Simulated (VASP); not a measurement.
# As (Cmce) in VASP: relaxation of cell and atoms with LDA

Aim: the relaxation of cell and atoms of As with LDA.

All numbers are computed with VASP 6.6.1; they aren't measurements. Logs are shortened: lines on timing, memory, paths and dates and some standing lists are left out, and cuts for length are marked.

**1. The cell of the first run**

Symmetry: Cmce, No. 64, orthorhombic system. The conventional cell has a = 3.713 Å, b = 10.766 Å, c = 4.211 Å, α = 90.00°, β = 90.00°, γ = 90.00°. Within 3.3 Å of As (site symmetry m) lie 5 As at 2.47 to 3.16 Å.

**2. Relaxation of cell and atoms, LDA**

INCAR reads:

```
ALGO = Normal
EDIFF = 1E-7
EDIFFG = -0.001
ENCUT = 500
GGA_COMPAT = False
IBRION = 2
ISIF = 3
ISMEAR = -1
LASPH = True
LCHARG = False
LREAL = False
LWAVE = False
NELM = 120
NELMIN = 4
NSW = 80
PREC = Accurate
SIGMA = 0.15
```

KPOINTS reads:

```
k-points
0
Gamma
  10 10 8
```

POSCAR reads:

```
As
1.0
    1.8565982876     -5.3832372401      0.0000000000
    1.8565982876      5.3832372401      0.0000000000
    0.0000000000      0.0000000000      4.2114459141
As
4
Direct
    0.1127205090      0.8872794910      0.0536712428
    0.8872794910      0.1127205090      0.9463287572
    0.3872794910      0.6127205090      0.5536712428
    0.6127205090      0.3872794910      0.4463287572
```

Potentials or basis: VASP PAW LDA potentials, release 64 (As).

Command:

```sh
> cat potpaw_LDA.64/As/POTCAR > POTCAR
> mpirun -np 1 vasp_std > vasp.out
```

OUTCAR:

```text
EDIFF = 1E-7
   EDIFFG = -0.001
   ENCUT = 500
   IBRION = 2
   ISIF = 3
   ISMEAR = -1
   LASPH = True
   LREAL = False
   NELM = 120
   NELMIN = 4
   NSW = 80
   PREC = Accurate

 ion  position               nearest neighbor table
   1  0.113  0.887  0.054-   2 2.47   4 2.49   4 2.49
   2  0.887  0.113  0.946-   1 2.47   3 2.49   3 2.49
   3  0.387  0.613  0.554-   4 2.47   2 2.49   2 2.49
   4  0.613  0.387  0.446-   3 2.47   1 2.49   1 2.49

  LATTYP: Found a base centered orthorhombic cell.
 ALAT       =     3.7131965752
 B/A-ratio  =     2.8995164307
 C/A-ratio  =     1.1341833993

  Lattice vectors:

 A1 = (   1.8565982876,  -5.3832372401,   0.0000000000)
 A2 = (   1.8565982876,   5.3832372401,   0.0000000000)
 A3 = (   0.0000000000,   0.0000000000,   4.2114459141)

Analysis of symmetry for initial positions (statically):
=====================================================================
 Subroutine PRICEL returns:
 Original cell was already a primitive cell.

 Routine SETGRP: Setting up the symmetry group for a
 base centered orthorhombic supercell.

 Subroutine GETGRP returns: Found  8 space group operations
 (whereof  4 operations were pure point group operations)
 out of a pool of  8 trial point group operations.

The static configuration has the point symmetry C_2h.
 The point group associated with its full space group is D_2h.

Analysis of symmetry for dynamics (positions and initial velocities):
=====================================================================
 Subroutine PRICEL returns:
 Original cell was already a primitive cell.

 Routine SETGRP: Setting up the symmetry group for a
 base centered orthorhombic supercell.

 Subroutine GETGRP returns: Found  8 space group operations
 (whereof  4 operations were pure point group operations)
 out of a pool of  8 trial point group operations.

The dynamic configuration has the point symmetry C_2h.
 The point group associated with its full space group is D_2h.

 Subroutine INISYM returns: Found  8 space group operations
 (whereof  4 operations are pure point group operations),
 and found     1 'primitive' translations

----------------------------------------------------------------------------------------

                                     Primitive cell

  volume of cell :      84.1827

  direct lattice vectors                    reciprocal lattice vectors
     1.856598288 -5.383237240  0.000000000     0.269309739 -0.092880915  0.000000000
     1.856598288  5.383237240  0.000000000     0.269309739  0.092880915  0.000000000
     0.000000000  0.000000000  4.211445914     0.000000000  0.000000000  0.237448140

  length of vectors
     5.694400792  5.694400792  4.211445914     0.284876464  0.284876464  0.237448140

  position of ions in fractional coordinates (direct lattice)
     0.112720509  0.887279491  0.053671243
     0.887279491  0.112720509  0.946328757
     0.387279491  0.612720509  0.553671243
     0.612720509  0.387279491  0.446328757

  ion indices of the primitive-cell ions
   primitive index   ion index
                 1           1
                 2           2
                 3           3
                 4           4

----------------------------------------------------------------------------------------

 KPOINTS: k-points

Automatic generation of k-mesh.
 Grid dimensions read from file:
 generate k-points for:   10   10    8

 Generating k-lattice:

  Cartesian coordinates                     Fractional coordinates (reciprocal lattice)
     0.026930974 -0.009288091  0.000000000     0.100000000  0.000000000  0.000000000
     0.026930974  0.009288091  0.000000000     0.000000000  0.100000000  0.000000000
     0.000000000  0.000000000  0.029681018     0.000000000  0.000000000  0.125000000

  Length of vectors
     0.028487646  0.028487646  0.029681018

  Shift w.r.t. Gamma in fractional coordinates (k-lattice)
     0.000000000  0.000000000  0.000000000

 Subroutine IBZKPT returns following result:
 ===========================================

 Found    155 irreducible k-points:

 Following reciprocal coordinates:
            Coordinates               Weight
  0.000000  0.000000  0.000000      1.000000
  0.100000 -0.000000  0.000000      4.000000
  0.200000 -0.000000  0.000000      4.000000
  0.300000 -0.000000  0.000000      4.000000
  0.400000 -0.000000  0.000000      4.000000
  0.500000  0.000000  0.000000      2.000000
[... 16 lines left out ...]
  0.300000  0.300000  0.000000      2.000000
  0.400000  0.300000  0.000000      4.000000
 [... further k-points ...]
   k-points           NKPTS =    155   k-points in BZ     NKDIM =    155   number of bands    NBANDS=     14
   number of dos      NEDOS =    301   number of ions     NIONS =      4
   total plane-waves  NPLWV =  56448
   dimension x,y,z NGX =    42 NGY =   42 NGZ =   32
   dimension x,y,z NGXF=    84 NGYF=   84 NGZF=   64
   ions per type =               4
   NGX,Y,Z   is equivalent  to a cutoff of  12.26, 12.26, 12.63 a.u.
   NGXF,Y,Z  is equivalent  to a cutoff of  24.52, 24.52, 25.26 a.u.
 SYSTEM =  unknown system
   PREC   = accura    normal or accurate (medium, high low for compatibility)
   ISTART =      0    job   : 0-new  1-cont  2-samecut
   ICHARG =      2    charge: 1-file 2-atom 10-const
   ISPIN  =      1    spin polarized calculation?
   LNONCOLLINEAR =      F non collinear calculations
   LSORBIT =      F    spin-orbit coupling
   LASPH  =      T    aspherical Exc in radial PAW
   ENCUT  =  500.0 eV  36.75 Ry    6.06 a.u.  10.38 10.38  7.68*2*pi/ulx,y,z
   NELM   =    120;   NELMIN=  4; NELMDL= -5     # of ELM steps
   EDIFF  = 0.1E-06   stopping-criterion for ELM
   LREAL  =      F    real-space projection
   EDIFFG = -.1E-02   stopping-criterion for IOM
   NSW    =     80    number of steps for IOM
   IBRION =      2    ionic relax: 0-MD 1-quasi-New 2-CG
   NFREE  =      1    steps in history (QN), initial steepest desc. (CG)
   ISIF   =      3    stress and relaxation
   ISYM   =      2    0-nonsym 1-usesym 2-fastsym
   POTIM  = 0.5000    time-step for ionic-motion
   TEBEG  =    0.0;   TEEND  =   0.0 temperature during run
   PSTRESS=    0.0 pullay stress
   NELECT =      20.0000    total number of electrons
   NUPDOWN=      -1.0000    fix difference up-down
   EMIN   =  10.00;   EMAX   =-10.00  energy-range for DOS
   EFERMI =   0.00;   METHOD = LEGACY
   ISMEAR =    -1;   SIGMA  =   0.15  broadening in eV -4-tet -1-fermi 0-gaus
   EFERMI_NEDOS =   21; number of points for ismear=-14 and -15
   IALGO  =     38    algorithm
   IMIX   =      4    mixing-type and parameters
     AMIX     =   0.40;   BMIX     =  1.00
     AMIX_MAG =   1.60;   BMIX_MAG =  1.00
  volume/ion in A,a.u.               =      21.05       142.02
  Fermi-wavevector in a.u.,A,eV,Ry     =   1.013936  1.916061 13.987694  1.028066
  Thomas-Fermi vector in A             =   2.147134
   LORBIT       =      0    0 simple, 1 ext, 2 COOP (PROOUT), +10 PAW based schemes
   GGA     = CA    functional components
   LHFCALC =     F    Hartree Fock is set to
   AEXX    =    0.0000 exact exchange contribution
   IVDW    =     0    specifies the selected vdW correction
   LEPSILON=     F    determine dielectric tensor
   LRPA    =     F    only Hartree local field effects (RPA)
 conjugate gradient relaxation of ions
 non-spin polarized calculation
  energy-cutoff  :      500.00
  volume of cell :       84.18
 maximum number of plane-waves:      2168
 NGX is ok and might be reduce to    42
   NGX = 21   NGY = 21   NGZ = 15

--------------------------------------- Ionic step        1  -------------------------------------------

 number of electron      20.0000003 magnetization

 Free energy of the ion-electron system (eV)
  ---------------------------------------------------
  ext. energy  EPLUGINS =         0.00000000
  ---------------------------------------------------
  free energy    TOTEN  =       -21.37955659 eV

  energy without entropy =      -21.33610968  energy(sigma->0) =      -21.35783314

------------------------ aborting loop because EDIFF is reached ----------------------------------------

  FORCE on cell =-STRESS in cart. coord.  units (eV):
  Direction    XX          YY          ZZ          XY          YZ          ZX
  --------------------------------------------------------------------------------------
  -------------------------------------------------------------------------------------
  Total        0.1446538      0.3701377      0.2135396      0.0000000      0.0000000      0.0000000
  in kB        2.7530723      7.0445164      4.0641179      0.0000000      0.0000000      0.0000000
  external PRESSURE =       4.6205689 kB  Pullay stress =       0.0000000 kB
[... 95 lines left out ...]
  FREE ENERGIE OF THE ION-ELECTRON SYSTEM (eV)
  ---------------------------------------------------
  free  energy   TOTEN  =       -21.3808658996 eV

  energy  without entropy=      -21.3362821684  energy(sigma->0) =      -21.35857403

[... ionic steps 4 to 8 ...]

--------------------------------------- Ionic step        9  -------------------------------------------

 number of electron      20.0000002 magnetization

------------------------ aborting loop because EDIFF is reached ----------------------------------------
[... 71 lines left out ...]
--------------------------------------- Ionic step       11  -------------------------------------------

 number of electron      20.0000002 magnetization

 Free energy of the ion-electron system (eV)
  ---------------------------------------------------
  ext. energy  EPLUGINS =         0.00000000
  ---------------------------------------------------
  free energy    TOTEN  =       -21.38126229 eV

  energy without entropy =      -21.33545740  energy(sigma->0) =      -21.35835985

 E-fermi :   5.3505     XC(G=0): -10.2709

 val. band max:        5.3463023634   @ k =   0.5000   0.4000   0.1250
 cond. band min:       5.3617918074   @ k =   0.5000   0.5000   0.1250
 fundamental gap:      0.0154894440
 Fermi energy:         5.3505355941

 k-point     1 :       0.0000    0.0000    0.0000
  band No.  band energies     occupation
      1      -9.6413      2.00000
      2      -6.6217      2.00000
      3      -3.6901      2.00000
      4      -1.0103      2.00000
      5      -0.4487      2.00000
      6       1.0083      2.00000
      7       1.9742      2.00000
      8       3.0104      2.00000
      9       3.2985      2.00000
     10       4.5584      1.98987
     11       7.3796      0.00000
     12       7.8658      0.00000
     13       7.9320      0.00000
     14       9.1582      0.00000
[... 377 lines left out ...]
      1      -8.3522      2.00000
      2      -6.7503      2.00000
      3      -5.3789      2.00000
      4      -2.4121      2.00000
      5       1.4001      2.00000
      6       1.6801      2.00000
      7       2.0864      2.00000
      8       2.9542      2.00000
      9       3.8493      1.99991
     10       3.9354      1.99984
     11       5.5505      0.41724
     12       6.0642      0.01702
     13       6.9503      0.00005
     14       8.6846      0.00000

 [... further k-points ...]

------------------------ aborting loop because EDIFF is reached ----------------------------------------

  FORCE on cell =-STRESS in cart. coord.  units (eV):
  Direction    XX          YY          ZZ          XY          YZ          ZX
  --------------------------------------------------------------------------------------
  -------------------------------------------------------------------------------------
  Total       -0.0003394      0.0016717     -0.0026318      0.0000000      0.0000000      0.0000000
  in kB       -0.0064603      0.0318190     -0.0500912      0.0000000      0.0000000      0.0000000
  external PRESSURE =      -0.0082442 kB  Pullay stress =       0.0000000 kB
[... 19 lines left out ...]
  FREE ENERGIE OF THE ION-ELECTRON SYSTEM (eV)
  ---------------------------------------------------
  free  energy   TOTEN  =       -21.3812622909 eV

  energy  without entropy=      -21.3354573995  energy(sigma->0) =      -21.35835985

 reached required accuracy - stopping structural energy minimisation
```

Wall time 8.7 min (1 thread of Oxide Virtual Turin-like, shared host); peak memory 0.26 GiB.

What came out:

| Property | Result |
| --- | --- |
| Free energy | -21.3813 eV |
| Energy gained by relaxing | 0.4 meV/atom |
| Ionic steps | 11 |
| Pressure after relaxing | 0.0 GPa |
| Band gap on the k mesh | zero (bands 10 and 11 overlap by 0.58 eV) |

The path:
```tsv
step	energy change (eV)	largest force (eV/Å)	pressure (GPa)	volume (Å³)
1	0.0000	0.1027	0.46	84.18
2	-0.0007	0.0372	-0.52	84.92
3	-0.0013	0.0238	-0.12	84.62
4	-0.0015	0.0173	-0.07	84.49
5	-0.0016	0.0102	0.00	84.33
6	-0.0016	0.0050	-0.01	84.29
7	-0.0016	0.0067	-0.01	84.28
8	-0.0017	0.0036	-0.01	84.24
9	-0.0017	0.0013	0.00	84.17
10	-0.0017	0.0011	0.00	84.18
11	-0.0017	0.0008	0.00	84.18
```

Final structure:
```yaml
crystal:
  lattice:
    - [1.85667, -5.39165, 0.00000]
    - [1.85667, 5.39165, 0.00000]
    - [0.00000, 0.00000, 4.20443]
  atoms:
    - { symbol: As, position: [0.11320, 0.88680, 0.05223] }
    - { symbol: As, position: [0.88680, 0.11320, 0.94777] }
    - { symbol: As, position: [0.38680, 0.61320, 0.55223] }
    - { symbol: As, position: [0.61320, 0.38680, 0.44777] }
```
